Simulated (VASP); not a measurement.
# Ti4S in VASP: notebook

Runs on Ti4S. Level: PBE. Tasks: relaxation of the atoms.

All numbers are computed with VASP 6.6.1; they aren't measurements. Logs are shortened: lines on timing, memory, paths and dates and some standing lists are left out, and cuts for length are marked.

### 1 The cell of the first run

The cell holds a slab with vacuum, 5 atoms: a = 2.908 Å, b = 4.112 Å, c = 19.654 Å, α = 90.00°, β = 90.00°, γ = 90.00°.

### 2 Relaxation of the atoms, PBE

INCAR reads:

```
PREC = Accurate
ENCUT = 520
EDIFF = 1E-7
ISMEAR = 0
SIGMA = 0.1
LREAL = False
LASPH = True
NELM = 60
ALGO = Normal
ISIF = 2
LWAVE = False
LCHARG = False
LDIPOL = True
IDIPOL = 3
DIPOL = 0.5 0.5 0.347
GGA = PE
IBRION = 2
NSW = 36
EDIFFG = -0.025
```

KPOINTS reads:

```
Automatic mesh
0
Gamma
  9 7 1
```

POSCAR reads:

```
Ti4S
1.0
    2.9075446931      0.0000000000      0.0000000000
    0.0000000000      4.1118891382      0.0000000000
    0.0000000000      0.0000000000     19.6535692527
Ti S
4 1
Selective dynamics
Direct
    0.5000000000      0.5000000000      0.2035253723  F F F
    0.0000000000      0.0000000000      0.2774952618  F F F
    0.5000000000      0.5000000000      0.3439484692  F F F
    0.0000000000      0.0000000000      0.4148645545  F F F
    0.5000000000      0.2000000000      0.4942394497  F F T
```

Potentials or basis: VASP PAW PBE potentials, release 64 (Ti_sv, S).

Started as:

```console
cat potpaw_PBE.64/Ti_sv/POTCAR potpaw_PBE.64/S/POTCAR > POTCAR
mpirun -np 1 vasp_std > vasp.out
```

OUTCAR:

```text
PREC = Accurate
   ENCUT = 520
   EDIFF = 1E-7
   ISMEAR = 0
   LREAL = False
   LASPH = True
   NELM = 60
   ISIF = 2
   GGA = PE
   IBRION = 2
   NSW = 36
   EDIFFG = -0.025

 ion  position               nearest neighbor table
   1  0.500  0.500  0.204-   3 2.76   2 2.91   2 2.91   2 2.91   2 2.91
   2  0.000  0.000  0.277-   4 2.70   3 2.84   3 2.84   3 2.84   3 2.84   1 2.91   1 2.91   1 2.91
                             1 2.91
   3  0.500  0.500  0.344-   1 2.76   2 2.84   2 2.84   2 2.84   2 2.84   4 2.88   4 2.88   4 2.88
                             4 2.88
   4  0.000  0.000  0.415-   5 2.29   5 2.29   2 2.70   3 2.88   3 2.88   3 2.88   3 2.88
   5  0.500  0.200  0.494-   4 2.29   4 2.29

  LATTYP: Found a simple orthorhombic cell.
 ALAT       =     2.9075446931
 B/A-ratio  =     1.4142135624
 C/A-ratio  =     6.7595071881

  Lattice vectors:

 A1 = (   2.9075446931,   0.0000000000,   0.0000000000)
 A2 = (   0.0000000000,   4.1118891382,   0.0000000000)
 A3 = (   0.0000000000,   0.0000000000,  19.6535692527)

Analysis of symmetry for initial positions (statically):
=====================================================================
 Subroutine PRICEL returns:
 Original cell was already a primitive cell.

 Routine SETGRP: Setting up the symmetry group for a
 simple orthorhombic supercell.

 Subroutine GETGRP returns: Found  2 space group operations
 (whereof  2 operations were pure point group operations)
 out of a pool of  8 trial point group operations.

The static configuration has the point symmetry C_1h.

Analysis of symmetry for dynamics (positions and initial velocities):
=====================================================================
 Subroutine PRICEL returns:
 Original cell was already a primitive cell.

 Routine SETGRP: Setting up the symmetry group for a
 simple orthorhombic supercell.

 Subroutine GETGRP returns: Found  2 space group operations
 (whereof  2 operations were pure point group operations)
 out of a pool of  8 trial point group operations.

The dynamic configuration has the point symmetry C_1h.

Analysis of constrained symmetry for selective dynamics:
=====================================================================
 Subroutine PRICEL returns:
 Original cell was already a primitive cell.

 Routine SETGRP: Setting up the symmetry group for a
 simple orthorhombic supercell.

 Subroutine GETGRP returns: Found  2 space group operations
 (whereof  2 operations were pure point group operations)
 out of a pool of  8 trial point group operations.

The constrained configuration has the point symmetry C_1h.

 Subroutine INISYM returns: Found  2 space group operations
 (whereof  2 operations are pure point group operations),
 and found     1 'primitive' translations

----------------------------------------------------------------------------------------

                                     Primitive cell

  volume of cell :     234.9683

  direct lattice vectors                    reciprocal lattice vectors
     2.907544693  0.000000000  0.000000000     0.343932804  0.000000000  0.000000000
     0.000000000  4.111889138  0.000000000     0.000000000  0.243197218  0.000000000
     0.000000000  0.000000000 19.653569253     0.000000000  0.000000000  0.050881343

  length of vectors
     2.907544693  4.111889138 19.653569253     0.343932804  0.243197218  0.050881343

  position of ions in fractional coordinates (direct lattice)
     0.500000000  0.500000000  0.203525372
     0.000000000  0.000000000  0.277495262
     0.500000000  0.500000000  0.343948469
     0.000000000  0.000000000  0.414864554
     0.500000000  0.200000000  0.494239450

  ion indices of the primitive-cell ions
   primitive index   ion index
                 1           1
                 2           2
                 3           3
                 4           4
                 5           5

----------------------------------------------------------------------------------------

 KPOINTS: Automatic mesh

Automatic generation of k-mesh.
 Grid dimensions read from file:
 generate k-points for:    9    7    1

 Generating k-lattice:

  Cartesian coordinates                     Fractional coordinates (reciprocal lattice)
     0.038214756  0.000000000  0.000000000     0.111111111  0.000000000  0.000000000
     0.000000000  0.034742460  0.000000000     0.000000000  0.142857143  0.000000000
     0.000000000  0.000000000  0.050881343     0.000000000  0.000000000  1.000000000

  Length of vectors
     0.038214756  0.034742460  0.050881343

  Shift w.r.t. Gamma in fractional coordinates (k-lattice)
     0.000000000  0.000000000  0.000000000

 Subroutine IBZKPT returns following result:
 ===========================================

 Found     20 irreducible k-points:

 Following reciprocal coordinates:
            Coordinates               Weight
  0.000000  0.000000  0.000000      1.000000
  0.111111  0.000000  0.000000      2.000000
  0.222222  0.000000  0.000000      2.000000
  0.333333  0.000000  0.000000      2.000000
  0.444444  0.000000  0.000000      2.000000
  0.000000  0.142857  0.000000      2.000000
[... 12 lines left out ...]
  0.333333  0.428571  0.000000      4.000000
  0.444444  0.428571  0.000000      4.000000
   k-points           NKPTS =     20   k-points in BZ     NKDIM =     20   number of bands    NBANDS=     32
   number of dos      NEDOS =    301   number of ions     NIONS =      5
   total plane-waves  NPLWV = 115200
   dimension x,y,z NGX =    24 NGY =   32 NGZ =  150
   dimension x,y,z NGXF=    48 NGYF=   64 NGZF=  300
   ions per type =               4   1
   NGX,Y,Z   is equivalent  to a cutoff of  13.72, 12.94, 12.69 a.u.
   NGXF,Y,Z  is equivalent  to a cutoff of  27.45, 25.88, 25.38 a.u.
 SYSTEM =  unknown system
   PREC   = accura    normal or accurate (medium, high low for compatibility)
   ISTART =      0    job   : 0-new  1-cont  2-samecut
   ICHARG =      2    charge: 1-file 2-atom 10-const
   ISPIN  =      1    spin polarized calculation?
   LNONCOLLINEAR =      F non collinear calculations
   LSORBIT =      F    spin-orbit coupling
   LASPH  =      T    aspherical Exc in radial PAW
   ENCUT  =  520.0 eV  38.22 Ry    6.18 a.u.   5.41  7.65 36.54*2*pi/ulx,y,z
   NELM   =     60;   NELMIN=  2; NELMDL= -5     # of ELM steps
   EDIFF  = 0.1E-06   stopping-criterion for ELM
   LREAL  =      F    real-space projection
   EDIFFG = -.3E-01   stopping-criterion for IOM
   NSW    =     36    number of steps for IOM
   IBRION =      2    ionic relax: 0-MD 1-quasi-New 2-CG
   NFREE  =      1    steps in history (QN), initial steepest desc. (CG)
   ISIF   =      2    stress and relaxation
   ISYM   =      2    0-nonsym 1-usesym 2-fastsym
   POTIM  = 0.5000    time-step for ionic-motion
   TEBEG  =    0.0;   TEEND  =   0.0 temperature during run
   PSTRESS=    0.0 pullay stress
   NELECT =      54.0000    total number of electrons
   NUPDOWN=      -1.0000    fix difference up-down
   EMIN   =  10.00;   EMAX   =-10.00  energy-range for DOS
   EFERMI =   0.00;   METHOD = LEGACY
   ISMEAR =     0;   SIGMA  =   0.10  broadening in eV -4-tet -1-fermi 0-gaus
   EFERMI_NEDOS =   21; number of points for ismear=-14 and -15
   IALGO  =     38    algorithm
   IMIX   =      4    mixing-type and parameters
     AMIX     =   0.40;   BMIX     =  1.00
     AMIX_MAG =   1.60;   BMIX_MAG =  1.00
  volume/ion in A,a.u.               =      46.99       317.13
  Fermi-wavevector in a.u.,A,eV,Ry     =   1.002774  1.894968 13.681412  1.005555
  Thomas-Fermi vector in A             =   2.135283
   LORBIT       =      0    0 simple, 1 ext, 2 COOP (PROOUT), +10 PAW based schemes
   GGA     = PE    functional components
   LHFCALC =     F    Hartree Fock is set to
   AEXX    =    0.0000 exact exchange contribution
   IVDW    =     0    specifies the selected vdW correction
   LEPSILON=     F    determine dielectric tensor
   LRPA    =     F    only Hartree local field effects (RPA)
 conjugate gradient relaxation of ions
 non-spin polarized calculation
 Gauss-broadening in eV      SIGMA  =   0.10
  energy-cutoff  :      520.00
  volume of cell :      234.97
 maximum number of plane-waves:      6369
 NGX is ok and might be reduce to    24
   NGX = 11   NGY = 15   NGZ = 73

 dipolmoment           0.000000      0.000000     -0.013186 electrons x Angstroem

--------------------------------------- Ionic step        1  -------------------------------------------

 number of electron      54.0000013 magnetization

 Free energy of the ion-electron system (eV)
  ---------------------------------------------------
  ext. energy  EPLUGINS =         0.00000000
  ---------------------------------------------------
  free energy    TOTEN  =       -34.45900122 eV

  energy without entropy =      -34.42929898  energy(sigma->0) =      -34.44415010

------------------------ aborting loop because EDIFF is reached ----------------------------------------

  FORCE on cell =-STRESS in cart. coord.  units (eV):
  Direction    XX          YY          ZZ          XY          YZ          ZX
  --------------------------------------------------------------------------------------
  -------------------------------------------------------------------------------------
  Total        5.9192436     -2.0269813     -0.7477387      0.0000000      0.6639142      0.0000000
  in kB       40.3615247    -13.8213702     -5.0986034      0.0000000      4.5270290      0.0000000
  external PRESSURE =       7.1471837 kB  Pullay stress =       0.0000000 kB
[... 63 lines left out ...]
  energy  without entropy=      -34.4357207689  energy(sigma->0) =      -34.45066408

--------------------------------------- Ionic step        3  -------------------------------------------

 number of electron      54.0000013 magnetization

 dipolmoment           0.000000      0.000000      0.143798 electrons x Angstroem

 Free energy of the ion-electron system (eV)
  ---------------------------------------------------
  ext. energy  EPLUGINS =         0.00000000
  ---------------------------------------------------
  free energy    TOTEN  =       -34.46777921 eV

  energy without entropy =      -34.43771591  energy(sigma->0) =      -34.45274756

 E-fermi :   0.1476     XC(G=0):  -5.0692

 val. band max:        0.1384377847   @ k =   0.3333   0.0000   0.0000
 cond. band min:       0.1513737029   @ k =   0.2222   0.1429   0.0000
 fundamental gap:      0.0129359182
 Fermi energy:         0.1476180684

 k-point     1 :       0.0000    0.0000    0.0000
  band No.  band energies     occupation
      1     -56.8617      2.00000
      2     -56.5708      2.00000
      3     -56.4606      2.00000
      4     -56.3616      2.00000
      5     -33.2786      2.00000
      6     -33.1800      2.00000
[... 689 lines left out ...]
     31       1.0837      0.00000
     32       1.4143      0.00000

------------------------ aborting loop because EDIFF is reached ----------------------------------------

 vacuum level on the upper side and lower side of the slab       (xc-potential included)         0.928        -1.221

  FORCE on cell =-STRESS in cart. coord.  units (eV):
  Direction    XX          YY          ZZ          XY          YZ          ZX
  --------------------------------------------------------------------------------------
  -------------------------------------------------------------------------------------
  Total        6.5867252     -1.7853591     -0.0206656      0.0000000      0.9987278      0.0000000
  in kB       44.9128793    -12.1738216     -0.1409121      0.0000000      6.8100217      0.0000000
  external PRESSURE =      10.8660485 kB  Pullay stress =       0.0000000 kB

 VOLUME and BASIS-vectors are now :
 -----------------------------------------------------------------------------
  energy-cutoff  :      520.00
  volume of cell :      234.97
      direct lattice vectors                 reciprocal lattice vectors
     2.907544693  0.000000000  0.000000000     0.343932804  0.000000000  0.000000000
     0.000000000  4.111889138  0.000000000     0.000000000  0.243197218  0.000000000
     0.000000000  0.000000000 19.653569253     0.000000000  0.000000000  0.050881343
[... 11 lines left out ...]
  FREE ENERGIE OF THE ION-ELECTRON SYSTEM (eV)
  ---------------------------------------------------
  free  energy   TOTEN  =       -34.4677792112 eV

  energy  without entropy=      -34.4377159126  energy(sigma->0) =      -34.45274756

 reached required accuracy - stopping structural energy minimisation

 vacuum level on the upper side and lower side of the slab         5.524         3.313
```

It took 7 min on 1 thread of Intel Xeon Platinum 8488C (Sapphire Rapids), shared host; peak memory 0.41 GiB.

Results:

* Free energy: -34.4678 eV
* Energy gained by relaxing: 1.8 meV/atom
* Ionic steps: 3
* Band gap on the k mesh: zero (bands 27 and 28 overlap by 0.27 eV)

Step by step:
| step | energy change (eV) | largest force on free atoms (eV/Å) | pressure (GPa) |
| --- | --- | --- | --- |
| 1 | 0.0000 | 0.4260 | 0.71 |
| 2 | -0.0066 | 0.2148 | 0.90 |
| 3 | -0.0088 | 0.0032 | 1.09 |

Final structure:
```
CELL_PARAMETERS angstrom
2.90754 0.00000 0.00000
0.00000 4.11189 0.00000
0.00000 0.00000 19.65357
ATOMIC_POSITIONS crystal
Ti 0.50000 0.50000 0.20353
Ti 0.00000 0.00000 0.27750
Ti 0.50000 0.50000 0.34395
Ti 0.00000 0.00000 0.41486
S 0.50000 0.20000 0.49219
```

Levels at points of the mesh, in eV from the Fermi level:
```
           k point  band 23  band 24  band 25  band 26  band 27  band 28  band 29  band 30  band 31  band 32
(0.00, 0.00, 0.00)    -1.39    -0.53    -0.35    -0.34    -0.14     0.29     0.55     0.73     0.80     1.00
```

### 3 Relaxation of the atoms, PBE

INCAR reads:

```
ALGO     = Fast           # electronic algorithm
DIPOL    = 0.5 0.5 0.352
EDIFF    = 1E-7           # SCF threshold, eV
EDIFFG   = -0.025         # ionic threshold
ENCUT    = 520            # plane-wave cutoff, eV
GGA      = PE             # functional
IBRION   = 2              # ionic algorithm
IDIPOL   = 3            
ISIF     = 2              # what is computed and relaxed
ISMEAR   = 0              # smearing method
LASPH    = True           # aspherical terms in the spheres
LCHARG   = False          # write CHGCAR
LDIPOL   = True         
LREAL    = False          # projectors in reciprocal space
LWAVE    = False          # write WAVECAR
NELM     = 60             # most SCF steps
NSW      = 36             # ionic steps
PREC     = Accurate       # precision mode
SIGMA    = 0.1            # smearing width, eV
```

KPOINTS reads:

```
k-points
0
Gamma
  9 7 1
```

Changes to POSCAR since step 2:

```diff
@@ -13,2 +13,2 @@
     0.0000000000      0.0000000000      0.4148645545  F F F
-    0.5000000000      0.2000000000      0.4942394497  F F T
+    0.3333333333      0.0000000000      0.5177749745  F F T
```

Potentials or basis: VASP PAW PBE potentials, release 64 (Ti_sv, S).

Started as:

```console
cat potpaw_PBE.64/Ti_sv/POTCAR potpaw_PBE.64/S/POTCAR > POTCAR
mpirun -np 1 vasp_std > vasp.out
```

Run time: 44 min. Hardware: 1 thread of Oxide Virtual Turin-like, shared host; peak memory 0.39 GiB.

It converged, with:

```
Free energy               : -34.0093 eV
Energy gained by relaxing : 10.1 meV/atom
Ionic steps               : 3
Band gap on the k mesh    : zero (bands 27 and 28 overlap by 0.63 eV)
```

Step by step:
```tsv
step	energy change (eV)	largest force on free atoms (eV/Å)	pressure (GPa)
1	0.0000	1.0023	-0.88
2	-0.0378	0.5396	-0.45
3	-0.0506	0.0132	-0.06
```

Final structure:
```xyz
5
Lattice="2.9075 0.0000 0.0000 0.0000 4.1119 0.0000 0.0000 0.0000 19.6536" Properties=species:S:1:pos:R:3 pbc="T T T"
Ti    1.4538    2.0559    4.0000
Ti    0.0000    0.0000    5.4538
Ti    1.4538    2.0559    6.7598
Ti    0.0000    0.0000    8.1536
S     0.9692    0.0000   10.0831
```

Levels at points of the mesh, in eV from the Fermi level:
| k point | band 24 | band 25 | band 26 | band 27 | band 28 | band 29 | band 30 | band 31 |
| --- | --- | --- | --- | --- | --- | --- | --- | --- |
| (0.00, 0.00, 0.00) | -1.22 | -0.76 | -0.25 | 0.23 | 0.27 | 0.31 | 0.81 | 0.91 |

(Part 1 of 2 ends here.)

The gap in the log of VASP goes by the Fermi energy; the results here count the filled bands.